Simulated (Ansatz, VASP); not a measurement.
Two plane-wave programs on CsMg2Sb2

```
CELL_PARAMETERS angstrom
2.42520 4.20056 0.00000
-2.42520 4.20056 0.00000
0.00000 0.00000 8.23651
ATOMIC_POSITIONS crystal
Mg 0.33330 0.33340 0.62470
Mg 0.66670 0.66660 0.37530
Sb 0.33330 0.33340 0.26800
Sb 0.66670 0.66660 0.73200
Cs 0.00000 0.00000 0.00000
```

Alike in both runs: task single point; functional r2SCAN; k mesh 4 × 4 × 3; no spin polarisation.

|  | VASP | Ansatz |
| --- | --- | --- |
| version | VASP 6.6.1 | Ansatz 0.2.0 |
| potentials or method | VASP PAW PBE potentials, release 64 (Mg, Sb, Cs_sv), cutoff 660 eV | PAW plane waves |
| occupations | fermi-dirac, width 0.1 eV | fermi-dirac |
| valence electrons in the cell | 23 | 59 |

|  | VASP | Ansatz | Ansatz less VASP |
| --- | --- | --- | --- |
| gap on the k mesh at the Fermi level (eV) | none | none | - |
| pressure (GPa) | 1.7 | 1.7 | -0.02 |
| traceless stress, the component that is largest in VASP (GPa) | 1.64 | 1.63 | -0.007 |
| rms of the force components (eV/Å) | 0.339 | 0.337 | -0.0018 |

VASP's potentials were made for PBE, not for r2SCAN. Atom by atom the forces differ by 0.002 eV/Å (rms over components). A gap of «none» marks a metal or a gap that the smearing closes. VASP's potentials hold 23 valence electrons a cell and Ansatz's 59, so a difference there can come from the potentials and not from the codes. Ansatz's warnings: structure snapped to symmetry.

The k mesh is coarse, so the values compare programs but aren't converged. Neither program's run includes spin-orbit coupling.
